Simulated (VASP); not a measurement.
Set up this calculation in VASP 6.6.1, as the native input.

```yaml
Task: single point
Functional: RPBE
Potentials_or_basis: VASP PAW PBE potentials, release 64 (Ni)
Cutoff: 520 eV
k_mesh: 13 × 13 × 13
Occupations: gaussian, width 0.05 eV
Spin: collinear spin, ferromagnetic start
Starting_moments: "[1.0] μB"
Dipole_correction: no
Further_INCAR_settings: ALGO = Normal; EDIFF = 1e-06; NBANDS = 15
```

The structure of Ni lies in POSCAR:

```
Ni
1.0
    0.0000000000      1.7375729330      1.7375729330
    1.7375729330      0.0000000000      1.7375729330
    1.7375729330      1.7375729330      0.0000000000
Ni
1
Direct
    0.0000000000      0.0000000000      0.0000000000
```

These files were run (other wordings do the same):

INCAR

```
SYSTEM = Ni
PREC = Accurate
ENCUT = 520
EDIFF = 1E-6
ISMEAR = 0
SIGMA = 0.05
LREAL = .FALSE.
LASPH = .TRUE.
NELM = 150
ALGO = Normal
ISIF = 2
LWAVE = .FALSE.
LCHARG = .TRUE.
ISPIN = 2
MAGMOM = 1
LORBIT = 11
LMAXMIX = 4
GGA = RP
LELF = .TRUE.
LVHAR = .TRUE.
NBANDS = 15
```

KPOINTS

```
Automatic mesh
0
G
  13 13 13
  0 0 0
```

Potentials or basis: VASP PAW PBE potentials, release 64 (Ni).

Launch:

```console
$ cat potpaw_PBE.64/Ni/POTCAR > POTCAR
$ mpirun -np 1 vasp_std > vasp.out
```

Results of the run:

The pressure is 13.9 GPa, the net moment is 0.62 μB per cell and the site moments are Ni +0.63 μB. The valence electrons inside the program's atomic spheres are Ni 9.37.

Caveat: the PAW data sets were made with another functional, which shifts forces and pressure a little.

Run time: 16 s on 1 thread of Intel(R) Xeon(R) Platinum 8375C CPU @ 2.90GHz (Ice Lake) (shared host), peak memory 0.14 GiB.
